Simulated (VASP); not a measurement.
Co:

```
CELL_PARAMETERS angstrom
0.00000 2.46343 2.46343
2.46343 0.00000 2.46343
2.46343 2.46343 0.00000
ATOMIC_POSITIONS crystal
Co 0.12500 0.12500 0.12500
Co 0.87500 0.87500 0.87500
```

| Quantity | Value |
| --- | --- |
| Program | VASP 6.6.1 |
| Task | relaxation of cell and atoms |
| Functional | LDA |
| Potentials or basis | VASP PAW LDA potentials, release 64 (Co_sv) |
| Cutoff | 600 eV |
| k mesh | 11 × 11 × 11 |
| Occupations | fermi-dirac, width 0.1 eV |
| Spin | no spin polarisation |

At the start: pressure -13.7 GPa; volume 14.95 Å³/atom.

Question: Where does the relaxation end?

Answer: Over 4 steps the energy falls by 61.2 meV/atom and the volume is 13.63 Å³/atom (-8.9 %); space group Fd-3m (No. 227, to 0.05 Å).

The path:
```csv
step,energy change (eV),largest force (eV/Å),pressure (GPa),volume (Å³)
1,0.0000,0.0000,-13.74,29.90
2,0.0402,0.0000,22.23,24.69
3,-0.1224,0.0000,-0.41,27.31
4,-0.1225,0.0000,0.02,27.25
```

Final structure:
```yaml
crystal:
  lattice:
    - [0.00000, 2.38845, 2.38845]
    - [2.38845, 0.00000, 2.38845]
    - [2.38845, 2.38845, 0.00000]
  atoms:
    - { symbol: Co, position: [0.12500, 0.12500, 0.12500] }
    - { symbol: Co, position: [0.87500, 0.87500, 0.87500] }
```

Caveat: the run has no spin polarisation, though such a crystal can be magnetic.
